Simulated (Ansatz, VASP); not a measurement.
# YbSb3 in VASP and in Ansatz

```
Yb Sb
1.0
     0.00000    3.83032    3.83032
     3.83032    0.00000    3.83032
     3.83032    3.83032    0.00000
Yb Sb
1 3
Direct
  0.50000 0.50000 0.50000
  0.25000 0.25000 0.25000
  0.75000 0.75000 0.75000
  0.00000 0.00000 0.00000
```

Alike in both runs: functional PBE; k mesh 4 × 4 × 4; occupations gaussian, width 0.1 eV; no spin polarisation.

Ansatz relaxed the structure, and its values are those at the end. VASP's run is a single point on that final structure, the one shown.

|  | VASP | Ansatz |
| --- | --- | --- |
| version | VASP 6.6.1 | Ansatz 0.2.0 |
| potentials or method | VASP PAW PBE potentials, release 64 (Yb, Sb), cutoff 520 eV | scalar-relativistic, plane waves, PAW |
| valence electrons in the cell | 39 | 69 |

```tsv
	VASP	Ansatz	Ansatz less VASP
gap on the k mesh at the Fermi level (eV)	none	none	-
pressure (GPa)	-0.1	-0.1	+0.01
```

A gap of «none» marks a metal or a gap that the smearing closes. VASP's potentials hold 39 valence electrons a cell and Ansatz's 69, so a difference there can come from the potentials and not from the codes.

Neither program's run includes spin-orbit coupling.
